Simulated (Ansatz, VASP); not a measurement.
CdSe in VASP and in Ansatz

```
Cd Se
1.0
     0.00000    3.02500    3.02500
     3.02500    0.00000    3.02500
     3.02500    3.02500    0.00000
Cd Se
1 1
Direct
  0.00000 0.00000 0.00000
  0.25000 0.25000 0.25000
```

Alike in both runs: task relaxation of cell and atoms; functional PBE; k mesh 8 × 8 × 8; occupations gaussian, width 0.02 eV; no spin polarisation.

|  | VASP | Ansatz |
| --- | --- | --- |
| version | VASP 6.6.1 | Ansatz 0.2.0 |
| potentials or method | VASP PAW PBE potentials, release 64 (Cd, Se), cutoff 500 eV | scalar-relativistic, plane waves, PAW |
| valence electrons in the cell | 18 | 36 |

Ansatz gave:

- gap on the k mesh at the Fermi level, each at its own relaxed structure (eV): 0.49
- relaxed volume (Å³/atom): 29.74
- relaxed cell length with the largest relative difference (Å): 4.381

Task: Which values does VASP return?

Result: gap on the k mesh at the Fermi level, each at its own relaxed structure (eV): 0.48; relaxed volume (Å³/atom): 29.87; relaxed cell length with the largest relative difference (Å): 4.388.

VASP's potentials hold 18 valence electrons a cell and Ansatz's 36, so a difference there can come from the potentials and not from the codes.
